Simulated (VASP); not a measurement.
Here is a VASP 6.6.1 calculation.

INCAR

```
PREC = Accurate ; ENCUT = 520
EDIFF = 1E-7 ; ISMEAR = -1
SIGMA = 0.15 ; LREAL = F
LASPH = T ; NELM = 60
ALGO = Normal ; ISIF = 2
LWAVE = F ; LCHARG = F
NBANDS = 16
```

File KPOINTS:

```
Automatic mesh
0
Gamma
  18 18 14
```

Contents of POSCAR:

```
NbB2
1.0
    3.0742609792      0.0000000000      0.0000000000
   -1.5371304896      2.6623881058      0.0000000000
    0.0000000000      0.0000000000      3.2784879566
Nb B
1 2
Direct
    0.0000000000      0.0000000000      0.0000000000
    0.3333333333      0.6666666667      0.5000000000
    0.6666666667      0.3333333333      0.5000000000
```

Potentials or basis: VASP PAW LDA potentials, release 64 (Nb_sv, B).

Launch:

```console
$ cat potpaw_LDA.64/Nb_sv/POTCAR potpaw_LDA.64/B/POTCAR > POTCAR
$ mpirun -np 1 vasp_std > vasp.out
```

**Question.** Predict the pressure.

**Answer.** 0.1 GPa.

Stress tensor (GPa, compression positive):
```
 0.11  0.00  0.00
 0.00  0.11  0.00
 0.00  0.00 -0.06
```
